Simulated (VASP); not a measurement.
# V (Im-3m) in VASP: notebook

V is run at these levels: PBEsol; tasks: single point.

Program: VASP 6.6.1. These are calculated values, not measurements. Logs are shortened: lines on timing, memory, paths and dates and some standing lists are left out, and cuts for length are marked.

## 1. The cell of the first run

The structure is cubic, space group Im-3m (No. 229). Conventional cell: a = 2.959 Å, b = 2.959 Å, c = 2.959 Å, α = 90.00°, β = 90.00°, γ = 90.00°. V (site symmetry m-3m) has 14 V at 2.56 to 2.96 Å within 3.4 Å.

## 2. Single point, PBEsol

Input file INCAR:

```
SYSTEM = V
ALGO = Normal
EDIFF = 1E-6
ENCUT = 520
GGA = PS
ISIF = 2
ISMEAR = -1
LASPH = .TRUE.
LCHARG = .TRUE.
LELF = .TRUE.
LREAL = .FALSE.
LVHAR = .TRUE.
LWAVE = .FALSE.
NBANDS = 26
NELM = 100
PREC = Accurate
SIGMA = 0.05
```

Input file KPOINTS:

```
k-points
0
G
  10 10 14
  0 0 0
```

Input file POSCAR:

```
V
1.0
    0.0000000000      2.9588263196     -2.9588263196
   -2.9588263196      0.0000000000      2.9588263196
    1.4794131598      1.4794131598      1.4794131598
V
3
Direct
    0.0000000000      0.0000000000      0.0000000000
    0.3333333330      0.6666666670      0.3333333330
    0.6666666670      0.3333333330      0.6666666670
```

Potentials or basis: VASP PAW PBE potentials, release 64 (V_sv).

On the command line:

```
$ cat potpaw_PBE.64/V_sv/POTCAR > POTCAR
$ mpirun -np 1 vasp_std > vasp.out
```

OUTCAR:

```text
SYSTEM = V
   EDIFF = 1E-6
   ENCUT = 520
   GGA = PS
   ISIF = 2
   ISMEAR = -1
   LASPH = .TRUE.
   LREAL = .FALSE.
   NELM = 100
   PREC = Accurate

 ion  position               nearest neighbor table
   1  0.000  0.000  0.000-   2 2.56   3 2.56   3 2.56   2 2.56   3 2.56   2 2.56
   2  0.333  0.667  0.333-   1 2.56   3 2.56   3 2.56   1 2.56   1 2.56   3 2.56
   3  0.667  0.333  0.667-   1 2.56   2 2.56   2 2.56   1 2.56   1 2.56   2 2.56

  LATTYP: Found a hexagonal cell.
 ALAT       =     4.1844123099
 C/A-ratio  =     0.6123724357

  Lattice vectors:

 A1 = (   0.0000000000,   2.9588263196,  -2.9588263196)
 A2 = (  -2.9588263196,   0.0000000000,   2.9588263196)
 A3 = (   1.4794131598,   1.4794131598,   1.4794131598)

Analysis of symmetry for initial positions (statically):
=====================================================================
 Subroutine PRICEL returns following result:

  LATTYP: Found a body centered cubic cell.
 ALAT       =     2.9588263176

  Lattice vectors:

 A1 = (  -1.4794131628,   1.4794131568,  -1.4794131568)
 A2 = (  -1.4794131583,  -1.4794131583,   1.4794131583)
 A3 = (   1.4794131598,   1.4794131598,   1.4794131598)

   3 primitive cells build up your supercell.

 Routine SETGRP: Setting up the symmetry group for a
 hexagonal supercell.

 Subroutine GETGRP returns: Found 12 space group operations
 (whereof 12 operations were pure point group operations)
 out of a pool of 24 trial point group operations.

The static configuration has the point symmetry D_3d.

Analysis of symmetry for dynamics (positions and initial velocities):
=====================================================================
 Subroutine PRICEL returns following result:

  LATTYP: Found a body centered cubic cell.
 ALAT       =     2.9588263176

  Lattice vectors:

 A1 = (  -1.4794131628,   1.4794131568,  -1.4794131568)
 A2 = (  -1.4794131583,  -1.4794131583,   1.4794131583)
 A3 = (   1.4794131598,   1.4794131598,   1.4794131598)

   3 primitive cells build up your supercell.

 Routine SETGRP: Setting up the symmetry group for a
 hexagonal supercell.

 Subroutine GETGRP returns: Found 12 space group operations
 (whereof 12 operations were pure point group operations)
 out of a pool of 24 trial point group operations.

The dynamic configuration has the point symmetry D_3d.

 Subroutine INISYM returns: Found 12 space group operations
 (whereof 12 operations are pure point group operations),
 and found     3 'primitive' translations

----------------------------------------------------------------------------------------

                                     Primitive cell

  volume of cell :      12.9517

  direct lattice vectors                    reciprocal lattice vectors
    -1.479413163  1.479413157 -1.479413157    -0.337971848  0.337971848  0.000000000
    -1.479413158 -1.479413158  1.479413158    -0.337971848 -0.000000001  0.337971849
     1.479413160  1.479413160  1.479413160     0.000000000  0.337971848  0.337971848

  length of vectors
     2.562418756  2.562418756  2.562418758     0.477964372  0.477964372  0.477964372

  position of ions in fractional coordinates (direct lattice)
     0.000000000  0.000000000  0.000000000

  ion indices of the primitive-cell ions
   primitive index   ion index
                 1           1

----------------------------------------------------------------------------------------

 KPOINTS: k-points

Automatic generation of k-mesh.
 Grid dimensions read from file:
 generate k-points for:   10   10   14

 Generating k-lattice:

  Cartesian coordinates                     Fractional coordinates (reciprocal lattice)
    -0.011265728  0.022531457 -0.011265728     0.100000000  0.000000000  0.000000000
    -0.022531457  0.011265728  0.011265728     0.000000000  0.100000000  0.000000000
     0.016093898  0.016093898  0.016093898     0.000000000  0.000000000  0.071428571

  Length of vectors
     0.027595286  0.027595286  0.027875448

  Shift w.r.t. Gamma in fractional coordinates (k-lattice)
     0.000000000  0.000000000  0.000000000

 Subroutine IBZKPT returns following result:
 ===========================================

 Found    160 irreducible k-points:

 Following reciprocal coordinates:
            Coordinates               Weight
  0.000000  0.000000  0.000000      1.000000
  0.100000  0.000000  0.000000      6.000000
  0.200000  0.000000  0.000000      6.000000
  0.300000  0.000000  0.000000      6.000000
  0.400000  0.000000  0.000000      6.000000
  0.500000  0.000000  0.000000      3.000000
[... 16 lines left out ...]
  0.000000  0.400000  0.071429      6.000000
  0.500000  0.000000  0.071429      6.000000
 [... further k-points ...]
   k-points           NKPTS =    160   k-points in BZ     NKDIM =    160   number of bands    NBANDS=     26
   number of dos      NEDOS =    301   number of ions     NIONS =      3
   total plane-waves  NPLWV =  20480
   dimension x,y,z NGX =    32 NGY =   32 NGZ =   20
   dimension x,y,z NGXF=    64 NGYF=   64 NGZF=   40
   ions per type =               3
   NGX,Y,Z   is equivalent  to a cutoff of  12.71, 12.71, 12.98 a.u.
   NGXF,Y,Z  is equivalent  to a cutoff of  25.43, 25.43, 25.95 a.u.
 SYSTEM =  V
   PREC   = accura    normal or accurate (medium, high low for compatibility)
   ISTART =      0    job   : 0-new  1-cont  2-samecut
   ICHARG =      2    charge: 1-file 2-atom 10-const
   ISPIN  =      1    spin polarized calculation?
   LNONCOLLINEAR =      F non collinear calculations
   LSORBIT =      F    spin-orbit coupling
   LASPH  =      T    aspherical Exc in radial PAW
   ENCUT  =  520.0 eV  38.22 Ry    6.18 a.u.   7.78  7.78  4.76*2*pi/ulx,y,z
   NELM   =    100;   NELMIN=  2; NELMDL= -5     # of ELM steps
   EDIFF  = 0.1E-05   stopping-criterion for ELM
   LREAL  =      F    real-space projection
   EDIFFG = 0.1E-04   stopping-criterion for IOM
   NSW    =      0    number of steps for IOM
   IBRION =     -1    ionic relax: 0-MD 1-quasi-New 2-CG
   NFREE  =      0    steps in history (QN), initial steepest desc. (CG)
   ISIF   =      2    stress and relaxation
   ISYM   =      2    0-nonsym 1-usesym 2-fastsym
   POTIM  = 0.5000    time-step for ionic-motion
   TEBEG  =    0.0;   TEEND  =   0.0 temperature during run
   PSTRESS=    0.0 pullay stress
   NELECT =      39.0000    total number of electrons
   NUPDOWN=      -1.0000    fix difference up-down
   EMIN   =  10.00;   EMAX   =-10.00  energy-range for DOS
   EFERMI =   0.00;   METHOD = LEGACY
   ISMEAR =    -1;   SIGMA  =   0.05  broadening in eV -4-tet -1-fermi 0-gaus
   EFERMI_NEDOS =   21; number of points for ismear=-14 and -15
   IALGO  =     38    algorithm
   IMIX   =      4    mixing-type and parameters
     AMIX     =   0.40;   BMIX     =  1.00
     AMIX_MAG =   1.60;   BMIX_MAG =  1.00
  volume/ion in A,a.u.               =      12.95        87.40
  Fermi-wavevector in a.u.,A,eV,Ry     =   1.639129  3.097505 36.555371  2.686744
  Thomas-Fermi vector in A             =   2.729986
   LORBIT       =      0    0 simple, 1 ext, 2 COOP (PROOUT), +10 PAW based schemes
   GGA     = PS    functional components
   LHFCALC =     F    Hartree Fock is set to
   AEXX    =    0.0000 exact exchange contribution
   IVDW    =     0    specifies the selected vdW correction
   LEPSILON=     F    determine dielectric tensor
   LRPA    =     F    only Hartree local field effects (RPA)
 non-spin polarized calculation
  energy-cutoff  :      520.00
  volume of cell :       38.86
 maximum number of plane-waves:      1071
 NGX is ok and might be reduce to    32
   NGX = 15   NGY = 15   NGZ =  9

 number of electron      39.0000001 magnetization

 Free energy of the ion-electron system (eV)
  ---------------------------------------------------
  ext. energy  EPLUGINS =         0.00000000
  ---------------------------------------------------
  free energy    TOTEN  =       -28.92830058 eV

  energy without entropy =      -28.88735298  energy(sigma->0) =      -28.90782678

 E-fermi :  10.0647     XC(G=0): -13.2747

 val. band max:       10.0646612455   @ k =   0.3000   0.3000   0.3571
 cond. band min:      10.0656122052   @ k =   0.3000   0.1000   0.0000
 fundamental gap:      0.0009509597
 Fermi energy:        10.0647219355

 k-point     1 :       0.0000    0.0000    0.0000
  band No.  band energies     occupation
      1     -53.3726      2.00000
      2     -53.1078      2.00000
      3     -53.1078      2.00000
      4     -27.4131      2.00000
      5     -27.4131      2.00000
      6     -27.4131      2.00000
[... 18 lines left out ...]
     25      12.8777      0.00000
     26      12.8777      0.00000

 k-point     2 :       0.1000    0.0000    0.0000
  band No.  band energies     occupation
      1     -53.3651      2.00000
      2     -53.1122      2.00000
      3     -53.1112      2.00000
      4     -27.5180      2.00000
      5     -27.5045      2.00000
      6     -27.3005      2.00000
[... 18 lines left out ...]
     25      12.6711      0.00000
     26      12.6742      0.00000

 k-point     3 :       0.2000    0.0000    0.0000
  band No.  band energies     occupation
      1     -53.3435      2.00000
      2     -53.1265      2.00000
      3     -53.1191      2.00000
      4     -27.6083      2.00000
      5     -27.5466      2.00000
      6     -27.1869      2.00000
[... 18 lines left out ...]
     25      12.5389      0.00000
     26      12.6170      0.00000

 k-point     4 :       0.3000    0.0000    0.0000
  band No.  band energies     occupation
      1     -53.3104      2.00000
      2     -53.1514      2.00000
      3     -53.1280      2.00000
      4     -27.6777      2.00000
      5     -27.5284      2.00000
      6     -27.0849      2.00000
[... 18 lines left out ...]
     25      12.5209      0.00000
     26      12.6888      0.00000

 k-point     5 :       0.4000    0.0000    0.0000
  band No.  band energies     occupation
      1     -53.2698      2.00000
      2     -53.1857      2.00000
      3     -53.1348      2.00000
      4     -27.7215      2.00000
      5     -27.4496      2.00000
      6     -27.1585      2.00000
[... 18 lines left out ...]
     25      12.5695      0.00000
     26      12.8047      0.00000

 k-point     6 :       0.5000    0.0000    0.0000
  band No.  band energies     occupation
      1     -53.2266      2.00000
      2     -53.2266      2.00000
      3     -53.1373      2.00000
      4     -27.7364      2.00000
      5     -27.3201      2.00000
      6     -27.3201      2.00000
[... 427 lines left out ...]
 k-point    21 :       0.0000    0.3000    0.0714
  band No.  band energies     occupation
      1     -53.3046      2.00000
      2     -53.1392      2.00000
      3     -53.1313      2.00000
      4     -27.6531      2.00000
      5     -27.5152      2.00000
      6     -27.1155      2.00000
[... 18 lines left out ...]
     25      12.4593      0.00000
     26      12.7061      0.00000

 k-point    22 :       0.4000    0.0000    0.0714
  band No.  band energies     occupation
      1     -53.2616      2.00000
      2     -53.1869      2.00000
      3     -53.1272      2.00000
      4     -27.7150      2.00000
      5     -27.4665      2.00000
      6     -27.1263      2.00000
[... 18 lines left out ...]
     25      12.4807      0.00000
     26      12.8676      0.00000

 k-point    23 :       0.0000    0.4000    0.0714
  band No.  band energies     occupation
      1     -53.2659      2.00000
      2     -53.1752      2.00000
      3     -53.1347      2.00000
      4     -27.7025      2.00000
      5     -27.4253      2.00000
      6     -27.1998      2.00000
[... 18 lines left out ...]
     25      12.5739      0.00000
     26      12.6405      0.00000

 k-point    24 :       0.5000    0.0000    0.0714
  band No.  band energies     occupation
      1     -53.2251      2.00000
      2     -53.2174      2.00000
      3     -53.1334      2.00000
      4     -27.7234      2.00000
      5     -27.3515      2.00000
      6     -27.2889      2.00000
[... 18 lines left out ...]
     25      12.5217      0.00000
     26      12.7233      0.00000

 [... further k-points ...]

------------------------ aborting loop because EDIFF is reached ----------------------------------------

  FORCE on cell =-STRESS in cart. coord.  units (eV):
  Direction    XX          YY          ZZ          XY          YZ          ZX
  --------------------------------------------------------------------------------------
  -------------------------------------------------------------------------------------
  Total        0.0435712      0.0435712      0.0435712      0.0039340      0.0039340      0.0039340
  in kB        1.7966362      1.7966362      1.7966362      0.1622161      0.1622161      0.1622161
  external PRESSURE =       1.7966362 kB  Pullay stress =       0.0000000 kB

 VOLUME and BASIS-vectors are now :
 -----------------------------------------------------------------------------
  energy-cutoff  :      520.00
  volume of cell :       38.86
      direct lattice vectors                 reciprocal lattice vectors
     0.000000000  2.958826320 -2.958826320    -0.112657283  0.225314566 -0.112657283
    -2.958826320  0.000000000  2.958826320    -0.225314566  0.112657283  0.112657283
     1.479413160  1.479413160  1.479413160     0.225314566  0.225314566  0.225314566

 POSITION                                       TOTAL-FORCE (eV/Angst)
 -----------------------------------------------------------------------------------
      0.00000      0.00000      0.00000        -0.000000     -0.000000     -0.000000
     -1.47941      1.47941      1.47941         0.000000      0.000000      0.000000
      0.00000      2.95883     -0.00000        -0.000000     -0.000000      0.000000
 -----------------------------------------------------------------------------------
    total drift:                               -0.000000     -0.000000      0.000000

  FREE ENERGIE OF THE ION-ELECTRON SYSTEM (eV)
  ---------------------------------------------------
  free  energy   TOTEN  =       -28.9283005848 eV

  energy  without entropy=      -28.8873529810  energy(sigma->0) =      -28.90782678
```

Wall time 72 s (1 thread of Intel Xeon Platinum 8375C at 2.90GHz (Ice Lake), shared host); peak memory 0.24 GiB.

What came out:

```
Free energy : -28.9283 eV
Pressure    : 0.2 GPa
```

Caveat: the PAW data sets were made with another functional, which shifts forces and pressure a little.

## 3. Single point, PBEsol

Input file INCAR:

```
PREC = Accurate
ENCUT = 520
EDIFF = 1E-7
ISMEAR = -1
SIGMA = 0.05
LREAL = F
LASPH = T
NELM = 100
ALGO = Normal
ISIF = 2
LWAVE = F
LCHARG = F
GGA = PS
NBANDS = 26
```

Input file KPOINTS:

```
Automatic mesh
0
Gamma
  10 10 14
```

POSCAR is that of step 2.

Potentials or basis: VASP PAW PBE potentials, release 64 (V_sv).

On the command line:

```
$ cat potpaw_PBE.64/V_sv/POTCAR > POTCAR
$ mpirun -np 1 vasp_std > vasp.out
```

OUTCAR:

```text
PREC = Accurate
   ENCUT = 520
   EDIFF = 1E-7
   ISMEAR = -1
   LREAL = F
   LASPH = T
   NELM = 100
   ISIF = 2
   GGA = PS

 ion  position               nearest neighbor table
   1  0.000  0.000  0.000-   2 2.56   3 2.56   3 2.56   2 2.56   3 2.56   2 2.56
   2  0.333  0.667  0.333-   1 2.56   3 2.56   3 2.56   1 2.56   1 2.56   3 2.56
   3  0.667  0.333  0.667-   1 2.56   2 2.56   2 2.56   1 2.56   1 2.56   2 2.56

  LATTYP: Found a hexagonal cell.
 ALAT       =     4.1844123099
 C/A-ratio  =     0.6123724357

  Lattice vectors:

 A1 = (   0.0000000000,   2.9588263196,  -2.9588263196)
 A2 = (  -2.9588263196,   0.0000000000,   2.9588263196)
 A3 = (   1.4794131598,   1.4794131598,   1.4794131598)

Analysis of symmetry for initial positions (statically):
=====================================================================
 Subroutine PRICEL returns following result:

  LATTYP: Found a body centered cubic cell.
 ALAT       =     2.9588263176

  Lattice vectors:

 A1 = (  -1.4794131628,   1.4794131568,  -1.4794131568)
 A2 = (  -1.4794131583,  -1.4794131583,   1.4794131583)
[... 178 lines left out ...]

  energy without entropy =      -28.88735300  energy(sigma->0) =      -28.90782685

 E-fermi :  10.0647     XC(G=0): -13.2747

 val. band max:       10.0646494974   @ k =   0.3000   0.3000   0.3571
 cond. band min:      10.0656011263   @ k =   0.3000   0.1000   0.0000
 fundamental gap:      0.0009516290
 Fermi energy:        10.0647106477

 k-point     1 :       0.0000    0.0000    0.0000
  band No.  band energies     occupation
      1     -53.3727      2.00000
      2     -53.1079      2.00000
      3     -53.1079      2.00000
      4     -27.4132      2.00000
      5     -27.4132      2.00000
      6     -27.4132      2.00000
[... 685 lines left out ...]
     25      12.5217      0.00000
     26      12.7233      0.00000

 [... further k-points ...]

------------------------ aborting loop because EDIFF is reached ----------------------------------------

  FORCE on cell =-STRESS in cart. coord.  units (eV):
  Direction    XX          YY          ZZ          XY          YZ          ZX
  --------------------------------------------------------------------------------------
  -------------------------------------------------------------------------------------
  Total        0.0436378      0.0436378      0.0436378      0.0038790      0.0038790      0.0038790
  in kB        1.7993845      1.7993845      1.7993845      0.1599468      0.1599468      0.1599468
  external PRESSURE =       1.7993845 kB  Pullay stress =       0.0000000 kB

 VOLUME and BASIS-vectors are now :
 -----------------------------------------------------------------------------
  energy-cutoff  :      520.00
  volume of cell :       38.86
      direct lattice vectors                 reciprocal lattice vectors
     0.000000000  2.958826320 -2.958826320    -0.112657283  0.225314566 -0.112657283
    -2.958826320  0.000000000  2.958826320    -0.225314566  0.112657283  0.112657283
     1.479413160  1.479413160  1.479413160     0.225314566  0.225314566  0.225314566

 POSITION                                       TOTAL-FORCE (eV/Angst)
 -----------------------------------------------------------------------------------
      0.00000      0.00000      0.00000         0.000000      0.000000     -0.000000
     -1.47941      1.47941      1.47941         0.000000      0.000000     -0.000000
      0.00000      2.95883     -0.00000        -0.000000     -0.000000      0.000000
 -----------------------------------------------------------------------------------
    total drift:                               -0.000000     -0.000000      0.000000

  FREE ENERGIE OF THE ION-ELECTRON SYSTEM (eV)
  ---------------------------------------------------
  free  energy   TOTEN  =       -28.9283006984 eV

  energy  without entropy=      -28.8873529993  energy(sigma->0) =      -28.90782685
```

OSZICAR:

```text
N       E                     dE             d eps       ncg     rms          rms(c)
DAV:   1     0.520768143533E+03    0.52077E+03   -0.22449E+04  8328   0.174E+03
DAV:   2    -0.122855400211E+02   -0.53305E+03   -0.52579E+03  8350   0.579E+02
DAV:   3    -0.330761847856E+02   -0.20791E+02   -0.20114E+02 10680   0.129E+02
DAV:   4    -0.334208341150E+02   -0.34465E+00   -0.34310E+00  9990   0.167E+01
DAV:   5    -0.334257347958E+02   -0.49007E-02   -0.48962E-02 10828   0.195E+00    0.354E+01
DAV:   6    -0.290095428174E+02    0.44162E+01   -0.21368E+01  9024   0.418E+01    0.394E+00
DAV:   7    -0.289558375599E+02    0.53705E-01   -0.30848E-01  9730   0.449E+00    0.167E+00
DAV:   8    -0.289287654547E+02    0.27072E-01   -0.37444E-02  9496   0.233E+00    0.342E-01
DAV:   9    -0.289282814265E+02    0.48403E-03   -0.42981E-03 10026   0.620E-01    0.458E-02
DAV:  10    -0.289283067366E+02   -0.25310E-04   -0.70363E-05 10254   0.755E-02    0.299E-02
DAV:  11    -0.289283007096E+02    0.60270E-05   -0.37429E-05  9766   0.568E-02    0.256E-03
DAV:  12    -0.289283005913E+02    0.11824E-06   -0.39749E-07  9694   0.691E-03    0.942E-04
DAV:  13    -0.289283007106E+02   -0.11924E-06   -0.11105E-08  5342   0.107E-03    0.522E-04
DAV:  14    -0.289283006984E+02    0.12205E-07   -0.62728E-09  5048   0.953E-04
   1 F= -.28928301E+02 E0= -.28907827E+02  d E =-.409477E-01
```

Wall time 85 s (1 thread of Intel Xeon Platinum 8375C at 2.90GHz (Ice Lake), shared host); peak memory 0.24 GiB.

Results:

```yaml
Free_energy: -28.9283 eV
Pressure: 0.2 GPa
```

Caveat: the PAW data sets were made with another functional, which shifts forces and pressure a little.
